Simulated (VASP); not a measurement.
RuAu:

```xyz
2
Lattice="3.1648 0.0000 0.0000 0.0000 3.1648 0.0000 0.0000 0.0000 3.1648" Properties=species:S:1:pos:R:3 pbc="T T T"
Ru    0.0000    0.0000    0.0000
Au    1.5824    1.5824    1.5824
```

Base run:

```yaml
Program: VASP 6.6.1
Functional: PBEsol
Potentials_or_basis: VASP PAW PBE potentials, release 64 (Ru_pv, Au)
Cutoff: 520 eV
k_mesh: 8 × 8 × 8
Occupations: fermi-dirac, width 0.05 eV
Spin: no spin polarisation
```

Its results: pressure -9.1 GPa.

Problem. The run is repeated on the same cell with these changes: functional from PBEsol to PBE. What comes out?

Solution. Pressure 0.1 GPa.

PBE binds less tightly than PBEsol, so the same cell stands under more pressure.

Caveats: the PAW data sets were made with another functional, which shifts forces and pressure a little (some runs).
